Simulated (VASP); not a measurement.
# SiO2 (P4_12_12) in VASP: a series of runs

SiO2 is run at these levels: PBE; tasks: single point.

Program: VASP 6.6.1. These are calculated values, not measurements. Logs are shortened: lines on timing, memory, paths and dates and some standing lists are left out, and cuts for length are marked.

**1. The cell of the first run**

The structure is tetragonal, space group P4_12_12 (No. 92). The conventional cell has a = 4.993 Å, b = 4.993 Å, c = 7.005 Å, α = 90.00°, β = 90.00°, γ = 90.00°. Within 2.2 Å of Si (site symmetry 2) lie 4 O at 1.62 to 1.63 Å. Within 2.2 Å of O (site symmetry 1) lie 2 Si at 1.62 to 1.63 Å.

**2. Single point, PBE**

The input, INCAR:

```
SYSTEM = SiO2
PREC = Accurate
ENCUT = 520
EDIFF = 1E-6
ISMEAR = -1
SIGMA = 0.02
LREAL = .FALSE.
LASPH = .TRUE.
NELM = 60
ALGO = Normal
ISIF = 2
LWAVE = .FALSE.
LCHARG = .TRUE.
GGA = PE
LELF = .TRUE.
LVHAR = .TRUE.
NBANDS = 44
```

The input, KPOINTS:

```
regular mesh
0
G
  5 5 3
  0 0 0
```

The input, POSCAR:

```
SiO2
1.0
    4.9930000000      0.0000000000      0.0000000000
    0.0000000000      4.9930000000      0.0000000000
    0.0000000000      0.0000000000      7.0050000000
Si O
4 8
Direct
    0.3024106559      0.3024106559      0.0000000000
    0.1975893441      0.8024106559      0.2500000000
    0.6975893441      0.6975893441      0.5000000000
    0.8024106559      0.1975893441      0.7500000000
    0.2377646197      0.1108936545      0.1819502258
    0.3891063455      0.7377646197      0.4319502258
    0.7622353803      0.8891063455      0.6819502258
    0.6108936545      0.2622353803      0.9319502258
    0.7377646197      0.3891063455      0.5680497742
    0.8891063455      0.7622353803      0.3180497742
    0.2622353803      0.6108936545      0.0680497742
    0.1108936545      0.2377646197      0.8180497742
```

Potentials or basis: VASP PAW PBE potentials, release 64 (Si, O).

Launch:

```sh
$ cat potpaw_PBE.64/Si/POTCAR potpaw_PBE.64/O/POTCAR > POTCAR
$ mpirun -np 1 vasp_std > vasp.out
```

OUTCAR:

```text
SYSTEM = SiO2
   PREC = Accurate
   ENCUT = 520
   EDIFF = 1E-6
   ISMEAR = -1
   LREAL = .FALSE.
   LASPH = .TRUE.
   NELM = 60
   ISIF = 2
   GGA = PE

 ion  position               nearest neighbor table
   1  0.302  0.302  0.000-   8 1.62  11 1.62   5 1.63  12 1.63   2 3.09   4 3.09   2 3.09   4 3.09

   2  0.198  0.802  0.250-   5 1.62  10 1.62   6 1.63  11 1.63   1 3.09   3 3.09   1 3.09   3 3.09

   3  0.698  0.698  0.500-   6 1.62   9 1.62   7 1.63  10 1.63   2 3.09   4 3.09   4 3.09   2 3.09

   4  0.802  0.198  0.750-   7 1.62  12 1.62   9 1.63   8 1.63   1 3.09   3 3.09   3 3.09   1 3.09

   5  0.238  0.111  0.182-   2 1.62   1 1.63
   6  0.389  0.738  0.432-   3 1.62   2 1.63
   7  0.762  0.889  0.682-   4 1.62   3 1.63
   8  0.611  0.262  0.932-   1 1.62   4 1.63
   9  0.738  0.389  0.568-   3 1.62   4 1.63
  10  0.889  0.762  0.318-   2 1.62   3 1.63
  11  0.262  0.611  0.068-   1 1.62   2 1.63
  12  0.111  0.238  0.818-   4 1.62   1 1.63

  LATTYP: Found a simple tetragonal cell.
 ALAT       =     4.9930000000
 C/A-ratio  =     1.4029641498

  Lattice vectors:

 A1 = (   4.9930000000,   0.0000000000,   0.0000000000)
 A2 = (   0.0000000000,   4.9930000000,   0.0000000000)
 A3 = (   0.0000000000,   0.0000000000,   7.0050000000)

Analysis of symmetry for initial positions (statically):
=====================================================================
 Subroutine PRICEL returns:
 Original cell was already a primitive cell.

 Routine SETGRP: Setting up the symmetry group for a
 simple tetragonal supercell.

 Subroutine GETGRP returns: Found  8 space group operations
 (whereof  2 operations were pure point group operations)
 out of a pool of 16 trial point group operations.

The static configuration has the point symmetry C_2 .
 The point group associated with its full space group is D_4 .

Analysis of symmetry for dynamics (positions and initial velocities):
=====================================================================
 Subroutine PRICEL returns:
 Original cell was already a primitive cell.

 Routine SETGRP: Setting up the symmetry group for a
 simple tetragonal supercell.

 Subroutine GETGRP returns: Found  8 space group operations
 (whereof  2 operations were pure point group operations)
 out of a pool of 16 trial point group operations.

The dynamic configuration has the point symmetry C_2 .
 The point group associated with its full space group is D_4 .

 Subroutine INISYM returns: Found  8 space group operations
 (whereof  2 operations are pure point group operations),
 and found     1 'primitive' translations

----------------------------------------------------------------------------------------

                                     Primitive cell

  volume of cell :     174.6350

  direct lattice vectors                    reciprocal lattice vectors
     4.993000000  0.000000000  0.000000000     0.200280393  0.000000000  0.000000000
     0.000000000  4.993000000  0.000000000     0.000000000  0.200280393  0.000000000
     0.000000000  0.000000000  7.005000000     0.000000000  0.000000000  0.142755175

  length of vectors
     4.993000000  4.993000000  7.005000000     0.200280393  0.200280393  0.142755175

  position of ions in fractional coordinates (direct lattice)
     0.302410656  0.302410656  0.000000000
     0.197589344  0.802410656  0.250000000
     0.697589344  0.697589344  0.500000000
     0.802410656  0.197589344  0.750000000
     0.237764620  0.110893655  0.181950226
     0.389106345  0.737764620  0.431950226
     0.762235380  0.889106345  0.681950226
     0.610893655  0.262235380  0.931950226
     0.737764620  0.389106345  0.568049774
     0.889106345  0.762235380  0.318049774
     0.262235380  0.610893655  0.068049774
     0.110893655  0.237764620  0.818049774

  ion indices of the primitive-cell ions
   primitive index   ion index
                 1           1
                 2           2
                 3           3
                 4           4
                 5           5
                 6           6
                 7           7
                 8           8
                 9           9
                10          10
                11          11
                12          12

----------------------------------------------------------------------------------------

 KPOINTS: regular mesh

Automatic generation of k-mesh.
 Grid dimensions read from file:
 generate k-points for:    5    5    3

 Generating k-lattice:

  Cartesian coordinates                     Fractional coordinates (reciprocal lattice)
     0.040056079  0.000000000  0.000000000     0.200000000  0.000000000  0.000000000
     0.000000000  0.040056079  0.000000000     0.000000000  0.200000000  0.000000000
     0.000000000  0.000000000  0.047585058     0.000000000  0.000000000  0.333333333

  Length of vectors
     0.040056079  0.040056079  0.047585058

  Shift w.r.t. Gamma in fractional coordinates (k-lattice)
     0.000000000  0.000000000  0.000000000

 Subroutine IBZKPT returns following result:
 ===========================================

 Found     12 irreducible k-points:

 Following reciprocal coordinates:
            Coordinates               Weight
  0.000000  0.000000  0.000000      1.000000
  0.200000  0.000000  0.000000      4.000000
  0.400000  0.000000  0.000000      4.000000
  0.200000  0.200000  0.000000      4.000000
  0.400000  0.200000  0.000000      8.000000
  0.400000  0.400000  0.000000      4.000000
  0.000000  0.000000  0.333333      2.000000
  0.200000  0.000000  0.333333      8.000000
  0.400000  0.000000  0.333333      8.000000
  0.200000  0.200000  0.333333      8.000000
  0.400000  0.200000  0.333333     16.000000
  0.400000  0.400000  0.333333      8.000000
   k-points           NKPTS =     12   k-points in BZ     NKDIM =     12   number of bands    NBANDS=     44
   number of dos      NEDOS =    301   number of ions     NIONS =     12
   total plane-waves  NPLWV =  86400
   dimension x,y,z NGX =    40 NGY =   40 NGZ =   54
   dimension x,y,z NGXF=    80 NGYF=   80 NGZF=  108
   ions per type =               4   8
   NGX,Y,Z   is equivalent  to a cutoff of  13.32, 13.32, 12.82 a.u.
   NGXF,Y,Z  is equivalent  to a cutoff of  26.64, 26.64, 25.63 a.u.
 SYSTEM =  SiO2
   PREC   = accura    normal or accurate (medium, high low for compatibility)
   ISTART =      0    job   : 0-new  1-cont  2-samecut
   ICHARG =      2    charge: 1-file 2-atom 10-const
   ISPIN  =      1    spin polarized calculation?
   LNONCOLLINEAR =      F non collinear calculations
   LSORBIT =      F    spin-orbit coupling
   LASPH  =      T    aspherical Exc in radial PAW
   ENCUT  =  520.0 eV  38.22 Ry    6.18 a.u.   9.28  9.28 13.02*2*pi/ulx,y,z
   NELM   =     60;   NELMIN=  2; NELMDL= -5     # of ELM steps
   EDIFF  = 0.1E-05   stopping-criterion for ELM
   LREAL  =      F    real-space projection
   EDIFFG = 0.1E-04   stopping-criterion for IOM
   NSW    =      0    number of steps for IOM
   IBRION =     -1    ionic relax: 0-MD 1-quasi-New 2-CG
   NFREE  =      0    steps in history (QN), initial steepest desc. (CG)
   ISIF   =      2    stress and relaxation
   ISYM   =      2    0-nonsym 1-usesym 2-fastsym
   POTIM  = 0.5000    time-step for ionic-motion
   TEBEG  =    0.0;   TEEND  =   0.0 temperature during run
   PSTRESS=    0.0 pullay stress
   NELECT =      64.0000    total number of electrons
   NUPDOWN=      -1.0000    fix difference up-down
   EMIN   =  10.00;   EMAX   =-10.00  energy-range for DOS
   EFERMI =   0.00;   METHOD = LEGACY
   ISMEAR =    -1;   SIGMA  =   0.02  broadening in eV -4-tet -1-fermi 0-gaus
   EFERMI_NEDOS =   21; number of points for ismear=-14 and -15
   IALGO  =     38    algorithm
   IMIX   =      4    mixing-type and parameters
     AMIX     =   0.40;   BMIX     =  1.00
     AMIX_MAG =   1.60;   BMIX_MAG =  1.00
  volume/ion in A,a.u.               =      14.55        98.21
  Fermi-wavevector in a.u.,A,eV,Ry     =   1.171542  2.213893 18.674130  1.372510
  Thomas-Fermi vector in A             =   2.307984
   LORBIT       =      0    0 simple, 1 ext, 2 COOP (PROOUT), +10 PAW based schemes
   GGA     = PE    functional components
   LHFCALC =     F    Hartree Fock is set to
   AEXX    =    0.0000 exact exchange contribution
   IVDW    =     0    specifies the selected vdW correction
   LEPSILON=     F    determine dielectric tensor
   LRPA    =     F    only Hartree local field effects (RPA)
 non-spin polarized calculation
  energy-cutoff  :      520.00
  volume of cell :      174.63
 maximum number of plane-waves:      4714
 NGX is ok and might be reduce to    40
   NGX = 19   NGY = 19   NGZ = 27

 number of electron      63.9999980 magnetization

 Free energy of the ion-electron system (eV)
  ---------------------------------------------------
  ext. energy  EPLUGINS =         0.00000000
  ---------------------------------------------------
  free energy    TOTEN  =       -94.91334547 eV

  energy without entropy =      -94.91334547  energy(sigma->0) =      -94.91334547

 E-fermi :   0.5032     XC(G=0):  -8.3772

 val. band max:        0.0125417623   @ k =   0.0000   0.0000   0.0000
 cond. band min:       5.6118282482   @ k =   0.0000   0.0000   0.0000
 fundamental gap:      5.5992864858
 Fermi energy:         0.5031960291

 k-point     1 :       0.0000    0.0000    0.0000
  band No.  band energies     occupation
      1     -19.3251      2.00000
      2     -18.4502      2.00000
      3     -18.4502      2.00000
      4     -17.3314      2.00000
      5     -17.2601      2.00000
      6     -17.2559      2.00000
[... 36 lines left out ...]
     43      11.2084      0.00000
     44      11.5093      0.00000

 k-point     2 :       0.2000    0.0000    0.0000
  band No.  band energies     occupation
      1     -19.2437      2.00000
      2     -18.5299      2.00000
      3     -18.3532      2.00000
      4     -17.3880      2.00000
      5     -17.3354      2.00000
      6     -17.2839      2.00000
[... 36 lines left out ...]
     43      11.1852      0.00000
     44      11.3973      0.00000

 k-point     3 :       0.4000    0.0000    0.0000
  band No.  band energies     occupation
      1     -19.0255      2.00000
      2     -18.7494      2.00000
      3     -18.0852      2.00000
      4     -17.7197      2.00000
      5     -17.3400      2.00000
      6     -17.3259      2.00000
[... 36 lines left out ...]
     43      10.8096      0.00000
     44      11.4036      0.00000

 k-point     4 :       0.2000    0.2000    0.0000
  band No.  band energies     occupation
      1     -19.1612      2.00000
      2     -18.4374      2.00000
      3     -18.4311      2.00000
      4     -17.4994      2.00000
      5     -17.3389      2.00000
      6     -17.2867      2.00000
[... 318 lines left out ...]
     43      11.0336      0.00000
     44      11.1257      0.00000

 k-point    11 :       0.4000    0.2000    0.3333
  band No.  band energies     occupation
      1     -18.8846      2.00000
      2     -18.7506      2.00000
      3     -18.0657      2.00000
      4     -17.8952      2.00000
      5     -17.3284      2.00000
      6     -17.3220      2.00000
[... 36 lines left out ...]
     43      11.0716      0.00000
     44      11.3874      0.00000

 k-point    12 :       0.4000    0.4000    0.3333
  band No.  band energies     occupation
      1     -18.6664      2.00000
      2     -18.5574      2.00000
      3     -18.2539      2.00000
      4     -18.1302      2.00000
      5     -17.3371      2.00000
      6     -17.3303      2.00000
[... 36 lines left out ...]
     43      10.6521      0.00000
     44      10.8269      0.00000

------------------------ aborting loop because EDIFF is reached ----------------------------------------

  FORCE on cell =-STRESS in cart. coord.  units (eV):
  Direction    XX          YY          ZZ          XY          YZ          ZX
  --------------------------------------------------------------------------------------
  -------------------------------------------------------------------------------------
  Total        1.3421875      1.3421875      0.5782084      0.0000000      0.0000000      0.0000000
  in kB       12.3138116     12.3138116      5.3047355      0.0000000      0.0000000      0.0000000
  external PRESSURE =       9.9774529 kB  Pullay stress =       0.0000000 kB

 VOLUME and BASIS-vectors are now :
 -----------------------------------------------------------------------------
  energy-cutoff  :      520.00
  volume of cell :      174.63
      direct lattice vectors                 reciprocal lattice vectors
     4.993000000  0.000000000  0.000000000     0.200280393  0.000000000  0.000000000
     0.000000000  4.993000000  0.000000000     0.000000000  0.200280393  0.000000000
     0.000000000  0.000000000  7.005000000     0.000000000  0.000000000  0.142755175

 POSITION                                       TOTAL-FORCE (eV/Angst)
 -----------------------------------------------------------------------------------
      1.50994      1.50994      0.00000         0.004521      0.004521      0.000000
      0.98656      4.00644      1.75125        -0.004521      0.004521      0.000000
      3.48306      3.48306      3.50250        -0.004521     -0.004521      0.000000
      4.00644      0.98656      5.25375         0.004521     -0.004521      0.000000
      1.18716      0.55369      1.27456         0.010379      0.008159     -0.005621
      1.94281      3.68366      3.02581        -0.008159      0.010379     -0.005621
      3.80584      4.43931      4.77706        -0.010379     -0.008159     -0.005621
      3.05019      1.30934      6.52831         0.008159     -0.010379     -0.005621
      3.68366      1.94281      3.97919         0.010379     -0.008159      0.005621
      4.43931      3.80584      2.22794        -0.008159     -0.010379      0.005621
      1.30934      3.05019      0.47669        -0.010379      0.008159      0.005621
      0.55369      1.18716      5.73044         0.008159      0.010379      0.005621
 -----------------------------------------------------------------------------------
    total drift:                               -0.000000      0.000000      0.000000

  FREE ENERGIE OF THE ION-ELECTRON SYSTEM (eV)
  ---------------------------------------------------
  free  energy   TOTEN  =       -94.9133454671 eV

  energy  without entropy=      -94.9133454671  energy(sigma->0) =      -94.91334547
```

Wall time 2.7 min (1 thread of Intel Xeon 8259CL, shared host); peak memory 0.3 GiB.

What came out:

- Free energy: -94.9133 eV
- Pressure: 1.0 GPa
- Largest force: 0.014 eV/Å
- Band gap on the k mesh: 5.60 eV

Forces in eV/Å, atoms in the order of the input:
```
Si   0.005  0.005  0.000
Si  -0.005  0.005  0.000
Si  -0.005 -0.005  0.000
Si   0.005 -0.005  0.000
O    0.010  0.008 -0.006
O   -0.008  0.010 -0.006
O   -0.010 -0.008 -0.006
O    0.008 -0.010 -0.006
O    0.010 -0.008  0.006
O   -0.008 -0.010  0.006
O   -0.010  0.008  0.006
O    0.008  0.010  0.006
```

Levels at points of the mesh, in eV from the valence-band top:
```
           k point  band 30  band 31  band 32  band 33  band 34  band 35
(0.00, 0.00, 0.00)    -0.31    -0.31     0.00     5.60     8.73     8.73
```

Caveat: an odd mesh through Γ misses points on the zone boundary, where band edges can lie.

**3. Single point, PBE**

The input, INCAR:

```
PREC = Accurate ; ENCUT = 520
EDIFF = 1E-6 ; ISMEAR = -1
SIGMA = 0.02 ; LREAL = False
LASPH = True ; NELM = 80
ALGO = Normal ; ISIF = 2
LWAVE = False ; LCHARG = True
GGA = PE ; LELF = True
LVHAR = True ; NBANDS = 44
```

The input, KPOINTS:

```
regular mesh
0
Gamma
  5 5 3
```

The input, POSCAR:

```
SiO2
1.0
    4.9930000000      0.0000000000      0.0000000000
    0.0000000000      4.9930000000      0.0000000000
    0.0000000000      0.0000000000      7.0050000000
Si O
4 8
Direct
    0.3024106548      0.3024106548      0.0000000000
    0.1975893452      0.8024106548      0.2500000000
    0.6975893452      0.6975893452      0.5000000000
    0.8024106548      0.1975893452      0.7500000000
    0.2377646201      0.1108936539      0.1819502254
    0.3891063461      0.7377646201      0.4319502254
    0.7622353799      0.8891063461      0.6819502254
    0.6108936539      0.2622353799      0.9319502254
    0.7377646201      0.3891063461      0.5680497746
    0.8891063461      0.7622353799      0.3180497746
    0.2622353799      0.6108936539      0.0680497746
    0.1108936539      0.2377646201      0.8180497746
```

Potentials or basis: VASP PAW PBE potentials, release 64 (Si, O).

Launch:

```sh
$ cat potpaw_PBE.64/Si/POTCAR potpaw_PBE.64/O/POTCAR > POTCAR
$ mpirun -np 1 vasp_std > vasp.out
```

Wall time 70 s (1 thread of Intel Xeon Platinum 8488C (Sapphire Rapids), shared host); peak memory 0.29 GiB.

Results (log left out):

```
Free energy            : -94.9133 eV
Pressure               : 1.0 GPa
Largest force          : 0.014 eV/Å
Band gap on the k mesh : 5.60 eV
```

Forces on the atoms (eV/Å):
```
Si   0.005  0.005  0.000
Si  -0.005  0.005  0.000
Si  -0.005 -0.005  0.000
Si   0.005 -0.005  0.000
O    0.010  0.008 -0.006
O   -0.008  0.010 -0.006
O   -0.010 -0.008 -0.006
O    0.008 -0.010 -0.006
O    0.010 -0.008  0.006
O   -0.008 -0.010  0.006
O   -0.010  0.008  0.006
O    0.008  0.010  0.006
```

Stress tensor (GPa, compression positive):
```
1.23 0.00 0.00
0.00 1.23 0.00
0.00 0.00 0.53
```

Levels at points of the mesh, in eV from the valence-band top:
```csv
k point,band 28,band 29,band 30,band 31,band 32,band 33,band 34,band 35,band 36,band 37
"(0.00, 0.00, 0.00)",-1.24,-0.65,-0.31,-0.31,0.00,5.60,8.73,8.73,9.10,9.10
```

Caveat: an odd mesh through Γ misses points on the zone boundary, where band edges can lie.
